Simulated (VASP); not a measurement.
LiF (Griceite):

```
Li F
1.0
     0.00000    2.01400    2.01400
     2.01400    0.00000    2.01400
     2.01400    2.01400    0.00000
Li F
1 1
Cartesian
  0.0000 0.0000 0.0000
  2.0140 2.0140 2.0140
```

| Property | Result |
| --- | --- |
| Program | VASP 6.6.1 |
| Task | relaxation of cell and atoms |
| Functional | r2SCAN |
| Dispersion | D4 |
| Potentials or basis | VASP PAW PBE potentials, release 64 (Li_sv, F) |
| Cutoff | 600 eV |
| k mesh | 7 × 7 × 7 |
| Occupations | gaussian, width 0.01 eV |
| Spin | no spin polarisation |

At the start: pressure -3.8 GPa; volume 8.17 Å³/atom.

How do energy, volume and symmetry change on relaxing?

Over 4 steps the energy falls by 4.8 meV/atom and the volume is 7.79 Å³/atom (-4.6 %); space group Fm-3m (No. 225, to 0.05 Å).

The path:
```tsv
step	energy change (eV)	largest force (eV/Å)	pressure (GPa)	volume (Å³)
1	0.0000	0.0000	-3.76	16.34
2	-0.0080	0.0000	-1.69	15.89
3	-0.0096	0.0000	-0.44	15.66
4	-0.0097	0.0000	-0.02	15.59
```

Final structure:
```
Li F
1.0
     0.00000    1.98258    1.98258
     1.98258    0.00000    1.98258
     1.98258    1.98258    0.00000
Li F
1 1
Direct
  0.00000 0.00000 0.00000
  0.50000 0.50000 0.50000
```

Caveat: the cutoff is under 1.25 times the usual one of these potentials, so pressure, stress and relaxed cells hold a basis-set (Pulay) error; the PAW data sets were made with another functional, which shifts forces and pressure a little.
